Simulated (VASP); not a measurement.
# Be (P-1) in VASP: single point with PBE

Aim: the single point of Be with PBE.

Everything below comes from runs of VASP 6.6.1. Logs are shortened: lines on timing, memory, paths and dates and some standing lists are left out, and cuts for length are marked.

### Step 1. The cell of the first run

The typed cell holds 2 atoms: a = 2.341 Å, b = 2.175 Å, c = 3.641 Å, α = 88.20°, β = 89.47°, γ = 116.90°.

### Step 2. Single point, PBE

File INCAR:

```
ALGO = Fast ; EDIFF = 1E-6
ENCUT = 520 ; GGA = PE
ISIF = 2 ; ISMEAR = 0
LASPH = T ; LCHARG = F
LREAL = F ; LWAVE = F
NBANDS = 9 ; NELM = 80
PREC = Accurate ; SIGMA = 0.1
```

File KPOINTS:

```
k-points
0
Gamma
  12 12 6
```

File POSCAR:

```
Be
1.0
    2.3385985908      0.1098978272      0.0097594685
   -1.0741249852      1.8909208635      0.0350689347
    0.0154016283      0.0727967767      3.6402213550
Be
2
Direct
    0.3333333333      0.6666666667      0.7500000000
    0.6666666667      0.3333333333      0.2500000000
```

Potentials or basis: VASP PAW PBE potentials, release 64 (Be).

Launch:

```sh
cat potpaw_PBE.64/Be/POTCAR > POTCAR
mpirun -np 1 vasp_std > vasp.out
```

OUTCAR:

```text
EDIFF = 1E-6
   ENCUT = 520
   GGA = PE
   ISIF = 2
   ISMEAR = 0
   LASPH = T
   LREAL = F
   NELM = 80
   PREC = Accurate

 ion  position               nearest neighbor table
   1  0.333  0.667  0.750-   2 2.19   2 2.21   2 2.24   2 2.26   2 2.28   2 2.32
   2  0.667  0.333  0.250-   1 2.19   1 2.21   1 2.24   1 2.26   1 2.28   1 2.32

  LATTYP: Found a triclinic cell.
 ALAT       =     2.3411997242
 B/A-ratio  =     2.5220088557
 C/A-ratio  =     4.0190977203
 COS(alpha) =     0.0076823344
 COS(beta)  =     0.6094234022
 COS(gamma) =     0.7872643644

  Lattice vectors:

 A1 = (  -2.3385985908,  -0.1098978272,  -0.0097594685)
 A2 = (  -4.6617955533,  -0.1469988777,   3.6207024180)
 A3 = (  -5.7821254234,   1.5255316557,  -7.2648927123)

Analysis of symmetry for initial positions (statically):
=====================================================================
 Subroutine PRICEL returns:
 Original cell was already a primitive cell.

 Routine SETGRP: Setting up the symmetry group for a
 triclinic supercell.

 Subroutine GETGRP returns: Found  2 space group operations
 (whereof  2 operations were pure point group operations)
 out of a pool of  2 trial point group operations.

The static configuration has the point symmetry S_2 .

Analysis of symmetry for dynamics (positions and initial velocities):
=====================================================================
 Subroutine PRICEL returns:
 Original cell was already a primitive cell.

 Routine SETGRP: Setting up the symmetry group for a
 triclinic supercell.

 Subroutine GETGRP returns: Found  2 space group operations
 (whereof  2 operations were pure point group operations)
 out of a pool of  2 trial point group operations.

The dynamic configuration has the point symmetry S_2 .

 Subroutine INISYM returns: Found  2 space group operations
 (whereof  2 operations are pure point group operations),
 and found     1 'primitive' translations

----------------------------------------------------------------------------------------

                                     Primitive cell

  volume of cell :      16.5202

  direct lattice vectors                    reciprocal lattice vectors
     2.338598591  0.109897827  0.009759469     0.416509626  0.236715991 -0.006496058
    -1.074124985  1.890920864  0.035068935    -0.024172966  0.515300787 -0.010202658
[... 91 lines left out ...]
   ISIF   =      2    stress and relaxation
   ISYM   =      2    0-nonsym 1-usesym 2-fastsym
   POTIM  = 0.5000    time-step for ionic-motion
   TEBEG  =    0.0;   TEEND  =   0.0 temperature during run
   PSTRESS=    0.0 pullay stress
   NELECT =       4.0000    total number of electrons
   NUPDOWN=      -1.0000    fix difference up-down
   EMIN   =  10.00;   EMAX   =-10.00  energy-range for DOS
   EFERMI =   0.00;   METHOD = LEGACY
   ISMEAR =     0;   SIGMA  =   0.10  broadening in eV -4-tet -1-fermi 0-gaus
   EFERMI_NEDOS =   21; number of points for ismear=-14 and -15
   IALGO  =     68    algorithm
   IMIX   =      4    mixing-type and parameters
     AMIX     =   0.40;   BMIX     =  1.00
     AMIX_MAG =   1.60;   BMIX_MAG =  1.00
  volume/ion in A,a.u.               =       8.26        55.74
  Fermi-wavevector in a.u.,A,eV,Ry     =   1.020367  1.928214 14.165695  1.041149
  Thomas-Fermi vector in A             =   2.153933
   LORBIT       =      0    0 simple, 1 ext, 2 COOP (PROOUT), +10 PAW based schemes
   GGA     = PE    functional components
   LHFCALC =     F    Hartree Fock is set to
   AEXX    =    0.0000 exact exchange contribution
   IVDW    =     0    specifies the selected vdW correction
   LEPSILON=     F    determine dielectric tensor
   LRPA    =     F    only Hartree local field effects (RPA)
 non-spin polarized calculation
 RMM-DIIS sequential band-by-band and
 Gauss-broadening in eV      SIGMA  =   0.10
  energy-cutoff  :      520.00
  volume of cell :       16.52
 maximum number of plane-waves:       457
 NGX is ok and might be reduce to    18
   NGX =  9   NGY =  9   NGZ = 13

 number of electron       4.0000000 magnetization

 Free energy of the ion-electron system (eV)
  ---------------------------------------------------
  ext. energy  EPLUGINS =         0.00000000
  ---------------------------------------------------
  free energy    TOTEN  =        -7.42103436 eV

  energy without entropy =       -7.42039542  energy(sigma->0) =       -7.42071489

 E-fermi :   6.9374     XC(G=0): -10.4606

 val. band max:        6.8779858447   @ k =   0.5000  -0.0000   0.5000
 cond. band min:       6.9884641298   @ k =   0.3333   0.0833  -0.0000
 fundamental gap:      0.1104782851
 Fermi energy:         6.9374179746

 k-point     1 :       0.0000    0.0000    0.0000
  band No.  band energies     occupation
      1      -4.4376      2.00000
      2       2.2972      2.00000
      3       7.4957      0.00000
      4      20.6407      0.00000
      5      23.3130      0.00000
      6      23.6902      0.00000
      7      26.3378      0.00000
      8      26.5359      0.00000
      9      32.1924      0.00000
[... 265 lines left out ...]
 k-point    24 :       0.3333    0.1667    0.0000
  band No.  band energies     occupation
      1       0.6548      2.00000
      2       5.1839      2.00000
      3       8.5151      0.00000
      4      11.1020      0.00000
      5      13.4607      0.00000
      6      14.8663      0.00000
      7      19.2857      0.00000
      8      22.9350      0.00000
      9      25.0147      0.00000

 [... further k-points ...]

------------------------ aborting loop because EDIFF is reached ----------------------------------------

  FORCE on cell =-STRESS in cart. coord.  units (eV):
  Direction    XX          YY          ZZ          XY          YZ          ZX
  --------------------------------------------------------------------------------------
  -------------------------------------------------------------------------------------
  Total       -0.9832745      0.5030268     -0.7376225     -1.6175499     -0.5733973     -0.0948037
  in kB      -95.3609012     48.7850446    -71.5368399   -156.8748264    -55.6097886     -9.1943444
  external PRESSURE =     -39.3708988 kB  Pullay stress =       0.0000000 kB

 VOLUME and BASIS-vectors are now :
 -----------------------------------------------------------------------------
  energy-cutoff  :      520.00
  volume of cell :       16.52
      direct lattice vectors                 reciprocal lattice vectors
     2.338598591  0.109897827  0.009759469     0.416509626  0.236715991 -0.006496058
    -1.074124985  1.890920864  0.035068935    -0.024172966  0.515300787 -0.010202658
     0.015401628  0.072796777  3.640221355    -0.000883790 -0.005598910  0.274824275

 POSITION                                       TOTAL-FORCE (eV/Angst)
 -----------------------------------------------------------------------------------
      0.07500      1.35184      2.75680        -0.124359     -0.048486      0.019375
      1.20487      0.72177      0.92825         0.124359      0.048486     -0.019375
 -----------------------------------------------------------------------------------
    total drift:                                0.000000     -0.000000      0.000000

  FREE ENERGIE OF THE ION-ELECTRON SYSTEM (eV)
  ---------------------------------------------------
  free  energy   TOTEN  =        -7.4210343632 eV

  energy  without entropy=       -7.4203954186  energy(sigma->0) =       -7.42071489
```

Run time: 37 s. Hardware: 1 thread of AMD EPYC 7R43 (Zen 3), shared host; peak memory 0.13 GiB.

What came out:

| Quantity | Value |
| --- | --- |
| Free energy | -7.4210 eV |
| Pressure | -3.9 GPa |
| Largest force | 0.135 eV/Å |
| Band gap on the k mesh | zero (bands 2 and 3 overlap by 1.46 eV) |

Forces on the atoms (eV/Å):
```
Be  -0.124 -0.048  0.019
Be   0.124  0.048 -0.019
```

Stress tensor (GPa, compression positive):
```
 -9.54 -15.69  -0.92
-15.69   4.88  -5.56
 -0.92  -5.56  -7.15
```

Levels at points of the mesh, in eV from the Fermi level:
```
           k point  band 1  band 2  band 3  band 4  band 5  band 6
(0.00, 0.00, 0.00)  -11.38   -4.64    0.56   13.70   16.38   16.75
(0.50, 0.00, 0.00)   -5.63   -4.11    2.17    5.32    5.47    8.77
(0.00, 0.50, 0.00)   -4.83   -2.97    3.55    6.22    6.52    8.29
(0.50, 0.50, 0.00)   -4.70   -2.79    3.91    6.47    6.50    7.80
(0.00, 0.00, 0.50)   -9.28   -9.27    9.79    9.82   15.01   15.60
(0.50, 0.00, 0.50)   -4.47   -4.16   -0.06    0.48   13.34   13.92
(0.00, 0.50, 0.50)   -3.76   -3.23    1.26    2.08   10.65   10.69
(0.50, 0.50, 0.50)   -3.46   -3.25    1.73    2.04   10.10   10.11
```

Caveat: the cell stands under tension.
